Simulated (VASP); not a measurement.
# TmC (Pm-3m) in VASP: single point with PBEsol

Aim: the single point of TmC with PBEsol.

Everything below comes from runs of VASP 6.6.1. Logs are shortened: lines on timing, memory, paths and dates and some standing lists are left out, and cuts for length are marked.

### Step 1. The cell of the first run

Symmetry: Pm-3m, No. 221, cubic system. The conventional cell has a = 2.981 Å, b = 2.981 Å, c = 2.981 Å, α = 90.00°, β = 90.00°, γ = 90.00°. Within 3.4 Å of Tm (site symmetry m-3m) lie 8 C at 2.58 Å and 6 Tm at 2.98 Å. C (site symmetry m-3m) has 8 Tm at 2.58 Å and 6 C at 2.98 Å within 3.4 Å.

### Step 2. Single point, PBEsol, collinear spin, ferromagnetic start

INCAR reads:

```
SYSTEM = TmC
PREC     = Accurate       ! precision mode
ENCUT    = 520            ! plane-wave cutoff, eV
EDIFF    = 1E-6           ! SCF threshold, eV
ISMEAR   = 0              ! smearing method
SIGMA    = 0.05           ! smearing width, eV
LREAL    = .FALSE.        ! projectors in reciprocal space
LASPH    = .TRUE.         ! aspherical terms in the spheres
NELM     = 150            ! most SCF steps
ALGO     = Normal         ! electronic algorithm
ISIF     = 2              ! what is computed and relaxed
LWAVE    = .FALSE.        ! write WAVECAR
LCHARG   = .FALSE.        ! write CHGCAR
ISPIN    = 2              ! spin polarisation
MAGMOM   = 1.43 0         ! initial moments
LORBIT   = 11             ! projections on sites
LMAXMIX  = 6              ! l up to which the mixer works
GGA      = PS             ! functional
NBANDS   = 24             ! bands
```

KPOINTS reads:

```
regular mesh
0
G
  10 10 10
  0 0 0
```

POSCAR reads:

```
TmC
1.0
    2.9810781397      0.0000000000      0.0000000000
    0.0000000000      2.9810781397      0.0000000000
    0.0000000000      0.0000000000      2.9810781397
Tm C
1 1
Direct
    0.0000000000      0.0000000000      0.0000000000
    0.5000000000      0.5000000000      0.5000000000
```

Potentials or basis: VASP PAW PBE potentials, release 64 (Tm, C).

The run is started by

```
$ cat potpaw_PBE.64/Tm/POTCAR potpaw_PBE.64/C/POTCAR > POTCAR
$ mpirun -np 1 vasp_std > vasp.out
```

OUTCAR:

```text
SYSTEM = TmC
   PREC = Accurate
   ENCUT = 520
   EDIFF = 1E-6
   ISMEAR = 0
   LREAL = .FALSE.
   LASPH = .TRUE.
   NELM = 150
   ISIF = 2
   ISPIN = 2
   LORBIT = 11
   GGA = PS

 ion  position               nearest neighbor table
   1  0.000  0.000  0.000-   2 2.58   2 2.58   2 2.58   2 2.58   2 2.58   2 2.58   2 2.58   2 2.58

   2  0.500  0.500  0.500-   1 2.58   1 2.58   1 2.58   1 2.58   1 2.58   1 2.58   1 2.58   1 2.58

  LATTYP: Found a simple cubic cell.
 ALAT       =     2.9810781397

  Lattice vectors:

 A1 = (   2.9810781397,   0.0000000000,   0.0000000000)
 A2 = (   0.0000000000,   2.9810781397,   0.0000000000)
 A3 = (   0.0000000000,   0.0000000000,   2.9810781397)

Analysis of symmetry for initial positions (statically):
=====================================================================
 Subroutine PRICEL returns:
 Original cell was already a primitive cell.

 Routine SETGRP: Setting up the symmetry group for a
 simple cubic supercell.

 Subroutine GETGRP returns: Found 48 space group operations
 (whereof 48 operations were pure point group operations)
 out of a pool of 48 trial point group operations.

The static configuration has the point symmetry O_h .

Analysis of symmetry for dynamics (positions and initial velocities):
=====================================================================
 Subroutine PRICEL returns:
 Original cell was already a primitive cell.

 Routine SETGRP: Setting up the symmetry group for a
 simple cubic supercell.

 Subroutine GETGRP returns: Found 48 space group operations
 (whereof 48 operations were pure point group operations)
 out of a pool of 48 trial point group operations.

The dynamic configuration has the point symmetry O_h .

Analysis of structural, dynamic, and magnetic symmetry:
=====================================================================
 Subroutine PRICEL returns:
 Original cell was already a primitive cell.

 Routine SETGRP: Setting up the symmetry group for a
 simple cubic supercell.

 Subroutine GETGRP returns: Found 48 space group operations
 (whereof 48 operations were pure point group operations)
 out of a pool of 48 trial point group operations.

The overall configuration has the point symmetry O_h .

 Subroutine INISYM returns: Found 48 space group operations
 (whereof 48 operations are pure point group operations),
[... 116 lines left out ...]
     AMIX_MAG =   1.60;   BMIX_MAG =  1.00
  volume/ion in A,a.u.               =      13.25        89.39
  Fermi-wavevector in a.u.,A,eV,Ry     =   1.647490  3.113304 36.929240  2.714223
  Thomas-Fermi vector in A             =   2.736940
   LORBIT       =     11    0 simple, 1 ext, 2 COOP (PROOUT), +10 PAW based schemes
   GGA     = PS    functional components
   LHFCALC =     F    Hartree Fock is set to
   AEXX    =    0.0000 exact exchange contribution
   IVDW    =     0    specifies the selected vdW correction
   LEPSILON=     F    determine dielectric tensor
   LRPA    =     F    only Hartree local field effects (RPA)
 spin polarized calculation
 Gauss-broadening in eV      SIGMA  =   0.05
  energy-cutoff  :      520.00
  volume of cell :       26.49
 maximum number of plane-waves:       739
 NGX is ok and might be reduce to    24
   NGX = 11   NGY = 11   NGZ = 11

 number of electron      27.0000011 magnetization       1.3525403

 Free energy of the ion-electron system (eV)
  ---------------------------------------------------
  ext. energy  EPLUGINS =         0.00000000
  ---------------------------------------------------
  free energy    TOTEN  =       -12.95549655 eV

  energy without entropy =      -12.93838281  energy(sigma->0) =      -12.94693968

 E-fermi :   4.1916     XC(G=0): -12.8018

 val. band max:        4.1887069411   @ k =   0.5000   0.5000   0.1000
 cond. band min:       4.1916602213   @ k =   0.5000   0.5000   0.0000
 fundamental gap:      0.0029532801
 Fermi energy:         4.1915871645

 spin component 1

 k-point     1 :       0.0000    0.0000    0.0000
  band No.  band energies     occupation
      1     -45.8019      1.00000
      2     -18.3798      1.00000
      3     -18.3798      1.00000
      4     -18.3798      1.00000
      5      -7.3989      1.00000
      6       2.7893      1.00000
[... 637 lines left out ...]
     23      21.9697      0.00000
     24      22.6269      0.00000

 [... further k-points ...]

 spin component 2

 k-point     1 :       0.0000    0.0000    0.0000
  band No.  band energies     occupation
      1     -45.2592      1.00000
      2     -17.9874      1.00000
      3     -17.9874      1.00000
      4     -17.9874      1.00000
      5      -7.3279      1.00000
      6       3.6069      1.00000
[... 637 lines left out ...]
     23      22.1132      0.00000
     24      22.7471      0.00000

 [... further k-points ...]

------------------------ aborting loop because EDIFF is reached ----------------------------------------

  FORCE on cell =-STRESS in cart. coord.  units (eV):
  Direction    XX          YY          ZZ          XY          YZ          ZX
  --------------------------------------------------------------------------------------
  -------------------------------------------------------------------------------------
  Total        0.0393991      0.0393991      0.0393991     -0.0000000      0.0000000     -0.0000000
  in kB        2.3827412      2.3827412      2.3827412     -0.0000000      0.0000000     -0.0000000
  external PRESSURE =       2.3827412 kB  Pullay stress =       0.0000000 kB

 VOLUME and BASIS-vectors are now :
 -----------------------------------------------------------------------------
  energy-cutoff  :      520.00
  volume of cell :       26.49
      direct lattice vectors                 reciprocal lattice vectors
     2.981078140  0.000000000  0.000000000     0.335449107  0.000000000  0.000000000
     0.000000000  2.981078140  0.000000000     0.000000000  0.335449107  0.000000000
     0.000000000  0.000000000  2.981078140     0.000000000  0.000000000  0.335449107

 POSITION                                       TOTAL-FORCE (eV/Angst)
 -----------------------------------------------------------------------------------
      0.00000      0.00000      0.00000         0.000000      0.000000      0.000000
      1.49054      1.49054      1.49054         0.000000      0.000000      0.000000
 -----------------------------------------------------------------------------------
    total drift:                                0.000000      0.000000      0.000000

  FREE ENERGIE OF THE ION-ELECTRON SYSTEM (eV)
  ---------------------------------------------------
  free  energy   TOTEN  =       -12.9554965511 eV

  energy  without entropy=      -12.9383828060  energy(sigma->0) =      -12.94693968

 total charge

# of ion       s       p       d       f       tot
--------------------------------------------------
    1        2.162   6.055   0.646  12.414  21.277
    2        0.902   1.314   0.000   0.000   2.217
--------------------------------------------------
tot          3.065   7.370   0.646  12.414  23.494

 magnetization (x)

# of ion       s       p       d       f       tot
--------------------------------------------------
    1        0.002  -0.003   0.033   1.257   1.290
    2        0.004   0.019   0.000   0.000   0.023
--------------------------------------------------
tot          0.005   0.016   0.033   1.257   1.313
```

OSZICAR:

```text
N       E                     dE             d eps       ncg     rms          rms(c)
DAV:   1     0.140614297591E+03    0.14061E+03   -0.89277E+03  7760   0.691E+03
[... 35 lines left out ...]
DAV:  37    -0.129568098775E+02    0.21069E-02   -0.91200E-04  8768   0.118E+00    0.884E+00
DAV:  38    -0.129558399825E+02    0.96989E-03   -0.65200E-04  9544   0.999E-01    0.457E+00
DAV:  39    -0.129555621821E+02    0.27780E-03   -0.28812E-04 10168   0.669E-01    0.230E+00
DAV:  40    -0.129555003881E+02    0.61794E-04   -0.89036E-05 10344   0.334E-01    0.890E-01
DAV:  41    -0.129554989733E+02    0.14148E-05   -0.16653E-05  8368   0.332E-02    0.223E-01
DAV:  42    -0.129554963726E+02    0.26006E-05   -0.36242E-06  5352   0.823E-02    0.187E-02
DAV:  43    -0.129554965511E+02   -0.17842E-06   -0.59787E-07  4064   0.273E-02
   1 F= -.12955497E+02 E0= -.12946940E+02  d E =-.171137E-01  mag=     1.3520
```

stdout:

```text
POSCAR found type information on POSCAR TmC
 POSCAR found :  2 types and       2 ions
 scaLAPACK will be used
 -----------------------------------------------------------------------------
|                                                                             |
|                                                                             |
|     You enforced a specific xc type in the INCAR file but a different       |
|     I HOPE YOU KNOW WHAT YOU ARE DOING!                                     |
|                                                                             |
 -----------------------------------------------------------------------------

 LDA part: xc-table for (Slater+PW92), standard interpolation
 POSCAR, INCAR and KPOINTS ok, starting setup
 FFT: planning ... GRIDC
 FFT: planning ... GRID_SOFT
 FFT: planning ... GRID
 WAVECAR not read
 entering main loop
```

Run time: 6 min. Hardware: 1 thread of AMD EPYC 7R13, shared host; peak memory 0.18 GiB.

Results:

| Item | Value |
| --- | --- |
| Free energy | -12.9555 eV |
| Pressure | 0.2 GPa |
| Net moment | 1.35 μB per cell |
| Site moments | Tm +1.29; C +0.02 μB |
| Valence electrons inside the program's atomic spheres | Tm 21.28; C 2.22 |

Caveat: the magnetic or orbital state may not be the lowest; the PAW data sets were made with another functional, which shifts forces and pressure a little; spin-orbit coupling is left out, which moves the levels of the heavy elements; semilocal functionals describe open f shells poorly, which spoils levels, moments and volumes. The state reached can hang on the start; a lower one may exist.
